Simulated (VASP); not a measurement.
# ZrSe2 (P-3m1) in VASP: relaxation of the atoms with LDA

Aim: the relaxation of the atoms of ZrSe2 with LDA.

Everything below comes from runs of VASP 6.6.1. Logs are shortened: lines on timing, memory, paths and dates and some standing lists are left out, and cuts for length are marked.

## 1. The cell of the first run

The structure is trigonal, space group P-3m1 (No. 164). Conventional cell: a = 3.673 Å, b = 3.673 Å, c = 5.919 Å, α = 90.00°, β = 90.00°, γ = 120.00°. Zr (site symmetry -3m) has 6 Se at 2.64 Å within 3.5 Å. Se (site symmetry 3m) has 3 Zr at 2.64 Å and 3 Se at 3.48 Å within 3.5 Å.

## 2. Relaxation of the atoms, LDA (23.05 Å³/atom)

File INCAR:

```
SYSTEM = ZrSe2
PREC = Accurate
ENCUT = 450
EDIFF = 1E-7
ISMEAR = -1
SIGMA = 0.08
LREAL = .FALSE.
LASPH = .TRUE.
NELM = 120
ALGO = Normal
ISIF = 2
LWAVE = .FALSE.
LCHARG = .FALSE.
IBRION = 2
NSW = 100
EDIFFG = -0.002
GGA_COMPAT = .FALSE.
NELMIN = 4
```

File KPOINTS:

```
regular mesh
0
G
  10 10 6
  0 0 0
```

File POSCAR:

```
ZrSe2
1.0
    3.6729630130      0.0000000000      0.0000000000
   -1.8364815065      3.1808792764      0.0000000000
    0.0000000000      0.0000000000      5.9194002112
Zr Se
1 2
Direct
    0.0000000000      0.0000000000      0.0000000000
    0.3333333333      0.6666666667      0.2664842344
    0.6666666667      0.3333333333      0.7335157656
```

Potentials or basis: VASP PAW LDA potentials, release 64 (Zr_sv, Se).

Command:

```console
cat potpaw_LDA.64/Zr_sv/POTCAR potpaw_LDA.64/Se/POTCAR > POTCAR
mpirun -np 1 vasp_std > vasp.out
```

OUTCAR:

```text
SYSTEM = ZrSe2
   PREC = Accurate
   ENCUT = 450
   EDIFF = 1E-7
   ISMEAR = -1
   LREAL = .FALSE.
   LASPH = .TRUE.
   NELM = 120
   ISIF = 2
   IBRION = 2
   NSW = 100
   EDIFFG = -0.002
   NELMIN = 4

 ion  position               nearest neighbor table
   1  0.000  0.000  0.000-   2 2.64   3 2.64   2 2.64   3 2.64   3 2.64   2 2.64
   2  0.333  0.667  0.266-   1 2.64   1 2.64   1 2.64
   3  0.667  0.333  0.734-   1 2.64   1 2.64   1 2.64

  LATTYP: Found a hexagonal cell.
 ALAT       =     3.6729630130
 C/A-ratio  =     1.6116144351

  Lattice vectors:

 A1 = (   3.6729630130,   0.0000000000,   0.0000000000)
 A2 = (  -1.8364815065,   3.1808792764,   0.0000000000)
 A3 = (   0.0000000000,   0.0000000000,   5.9194002112)

Analysis of symmetry for initial positions (statically):
=====================================================================
 Subroutine PRICEL returns:
 Original cell was already a primitive cell.

 Routine SETGRP: Setting up the symmetry group for a
 hexagonal supercell.

 Subroutine GETGRP returns: Found 12 space group operations
 (whereof 12 operations were pure point group operations)
 out of a pool of 24 trial point group operations.

The static configuration has the point symmetry D_3d.

Analysis of symmetry for dynamics (positions and initial velocities):
=====================================================================
 Subroutine PRICEL returns:
 Original cell was already a primitive cell.

 Routine SETGRP: Setting up the symmetry group for a
 hexagonal supercell.

 Subroutine GETGRP returns: Found 12 space group operations
 (whereof 12 operations were pure point group operations)
 out of a pool of 24 trial point group operations.

The dynamic configuration has the point symmetry D_3d.

 Subroutine INISYM returns: Found 12 space group operations
 (whereof 12 operations are pure point group operations),
 and found     1 'primitive' translations

----------------------------------------------------------------------------------------

                                     Primitive cell

  volume of cell :      69.1578

  direct lattice vectors                    reciprocal lattice vectors
     3.672963013  0.000000000  0.000000000     0.272259752  0.157189241  0.000000000
    -1.836481506  3.180879276  0.000000000     0.000000000  0.314378483  0.000000000
     0.000000000  0.000000000  5.919400211     0.000000000  0.000000000  0.168936035

  length of vectors
[... 95 lines left out ...]
   NELECT =      24.0000    total number of electrons
   NUPDOWN=      -1.0000    fix difference up-down
   EMIN   =  10.00;   EMAX   =-10.00  energy-range for DOS
   EFERMI =   0.00;   METHOD = LEGACY
   ISMEAR =    -1;   SIGMA  =   0.08  broadening in eV -4-tet -1-fermi 0-gaus
   EFERMI_NEDOS =   21; number of points for ismear=-14 and -15
   IALGO  =     38    algorithm
   IMIX   =      4    mixing-type and parameters
     AMIX     =   0.40;   BMIX     =  1.00
     AMIX_MAG =   1.60;   BMIX_MAG =  1.00
  volume/ion in A,a.u.               =      23.05       155.57
  Fermi-wavevector in a.u.,A,eV,Ry     =   1.150442  2.174020 18.007542  1.323517
  Thomas-Fermi vector in A             =   2.287106
   LORBIT       =      0    0 simple, 1 ext, 2 COOP (PROOUT), +10 PAW based schemes
   GGA     = CA    functional components
   LHFCALC =     F    Hartree Fock is set to
   AEXX    =    0.0000 exact exchange contribution
   IVDW    =     0    specifies the selected vdW correction
   LEPSILON=     F    determine dielectric tensor
   LRPA    =     F    only Hartree local field effects (RPA)
 conjugate gradient relaxation of ions
 non-spin polarized calculation
  energy-cutoff  :      450.00
  volume of cell :       69.16
 maximum number of plane-waves:      1520
 NGX is ok and might be reduce to    28
   NGX = 13   NGY = 13   NGZ = 21

--------------------------------------- Ionic step        1  -------------------------------------------

 number of electron      24.0000001 magnetization

 Free energy of the ion-electron system (eV)
  ---------------------------------------------------
  ext. energy  EPLUGINS =         0.00000000
  ---------------------------------------------------
  free energy    TOTEN  =       -21.65396324 eV

  energy without entropy =      -21.64562198  energy(sigma->0) =      -21.64979261

------------------------ aborting loop because EDIFF is reached ----------------------------------------

  FORCE on cell =-STRESS in cart. coord.  units (eV):
  Direction    XX          YY          ZZ          XY          YZ          ZX
  --------------------------------------------------------------------------------------
  -------------------------------------------------------------------------------------
  Total        0.7219569      0.7219569      0.7439088      0.0000000      0.0000000      0.0000000
  in kB       16.7255497     16.7255497     17.2341100      0.0000000      0.0000000      0.0000000
  external PRESSURE =      16.8950698 kB  Pullay stress =       0.0000000 kB
[... 61 lines left out ...]
--------------------------------------- Ionic step        3  -------------------------------------------

 number of electron      24.0000000 magnetization

 Free energy of the ion-electron system (eV)
  ---------------------------------------------------
  ext. energy  EPLUGINS =         0.00000000
  ---------------------------------------------------
  free energy    TOTEN  =       -21.65799761 eV

  energy without entropy =      -21.64915620  energy(sigma->0) =      -21.65357690

 E-fermi :   5.4502     XC(G=0): -10.3361

 val. band max:        5.4204252687   @ k =   0.0000   0.0000   0.1667
 cond. band min:       5.4945925490   @ k =   0.0000   0.4000   0.3333
 fundamental gap:      0.0741672803
 Fermi energy:         5.4501504839

 k-point     1 :       0.0000    0.0000    0.0000
  band No.  band energies     occupation
      1     -43.5858      2.00000
      2     -21.8359      2.00000
      3     -21.6897      2.00000
      4     -21.6897      2.00000
      5      -8.3038      2.00000
      6      -6.7039      2.00000
[... 433 lines left out ...]
      3     -21.7688      2.00000
      4     -21.7471      2.00000
      5      -7.0989      2.00000
      6      -6.7088      2.00000
[... 8 lines left out ...]
     15       8.6455      0.00000
     16      10.2298      0.00000

 [... further k-points ...]

------------------------ aborting loop because EDIFF is reached ----------------------------------------

  FORCE on cell =-STRESS in cart. coord.  units (eV):
  Direction    XX          YY          ZZ          XY          YZ          ZX
  --------------------------------------------------------------------------------------
  -------------------------------------------------------------------------------------
  Total        0.3569014      0.3569014      0.1845454     -0.0000000     -0.0000000      0.0000000
  in kB        8.2683232      8.2683232      4.2753558     -0.0000000     -0.0000000      0.0000000
  external PRESSURE =       6.9373340 kB  Pullay stress =       0.0000000 kB
[... 18 lines left out ...]
  FREE ENERGIE OF THE ION-ELECTRON SYSTEM (eV)
  ---------------------------------------------------
  free  energy   TOTEN  =       -21.6579976087 eV

  energy  without entropy=      -21.6491561970  energy(sigma->0) =      -21.65357690

 reached required accuracy - stopping structural energy minimisation
```

Run time: 2.1 min. Hardware: 1 thread of Intel Xeon Platinum 8259CL at 2.50GHz (Skylake/Cascade Lake), shared host; peak memory 0.2 GiB.

Results:

- Free energy: -21.6580 eV
- Energy gained by relaxing: 1.3 meV/atom
- Ionic steps: 3
- Pressure after relaxing: 0.7 GPa
- Band gap on the k mesh: zero (bands 12 and 13 overlap by 0.26 eV)

Step by step:
```csv
step,energy change (eV),largest force (eV/Å),pressure (GPa)
1,0.0000,0.2151,1.69
2,-0.0032,0.0960,1.13
3,-0.0040,0.0007,0.69
```

Final structure:
```
CELL_PARAMETERS angstrom
3.67296 0.00000 0.00000
-1.83648 3.18088 0.00000
0.00000 0.00000 5.91940
ATOMIC_POSITIONS crystal
Zr 0.00000 0.00000 0.00000
Se 0.33333 0.66667 0.26965
Se 0.66667 0.33333 0.73035
```
